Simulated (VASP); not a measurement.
A run of VASP 6.6.1 is set up as follows.

POSCAR

```
BaZrO3
1.0
    4.2053551814      0.0000000000      0.0000000000
    0.0000000000      4.2053551814      0.0000000000
    0.0000000000      0.0000000000      4.1002213019
Ba Zr O
1 1 3
Direct
    0.0000000000      0.0000000000      0.0000000000
    0.5000000000      0.5000000000      0.5000000000
    0.5000000000      0.5000000000      0.0000000000
    0.5000000000      0.0000000000      0.5000000000
    0.0000000000      0.5000000000      0.5000000000
```

Contents of INCAR.step1:

```
  ALGO = Normal
  EDIFF = 1E-4
  ENCUT = 520
  GGA = PE
  ISMEAR = 0
  LASPH = True
  LCHARG = False
  LREAL = False
  LWAVE = True
  NBANDS = 28
  NELM = 100
  PREC = Accurate
  SIGMA = 0.01
```

INCAR.step2

```
  ALGO = Normal
  EDIFF = 1E-6
  ENCUT = 520
  ISIF = 2
  ISMEAR = 0
  ISTART = 1
  LASPH = True
  LCHARG = False
  LMIXTAU = True
  LREAL = False
  LWAVE = False
  METAGGA = R2SCAN
  NBANDS = 28
  NELM = 100
  PREC = Accurate
  SIGMA = 0.01
```

File KPOINTS:

```
k-points
0
Gamma
  6 6 6
```

Potentials or basis: VASP PAW PBE potentials, release 64 (Ba_sv, Zr_sv, O).

Run with:

```bash
$ cat potpaw_PBE.64/Ba_sv/POTCAR potpaw_PBE.64/Zr_sv/POTCAR potpaw_PBE.64/O/POTCAR > POTCAR
$ cp INCAR.step1 INCAR
$ mpirun -np 1 vasp_std > vasp.out
$ cp INCAR.step2 INCAR
$ mpirun -np 1 vasp_std > vasp.out
```

Estimate the pressure.

5.7 GPa.

Predict the band gap on the k mesh.

3.65 eV (least direct gap 3.85 eV).

Stress tensor (GPa, compression positive):
```
 3.33  0.00  0.00
 0.00  3.33  0.00
 0.00  0.00 10.32
```

Caveat: the cell differs from its parent crystal (uniaxial z strain -2.5%); the stress differs along the axes, from 3 to 10 GPa; the PAW data sets were made with another functional, which shifts forces and pressure a little; spin-orbit coupling is left out, which moves the levels of the heavy elements. A k mesh can miss the band edges.
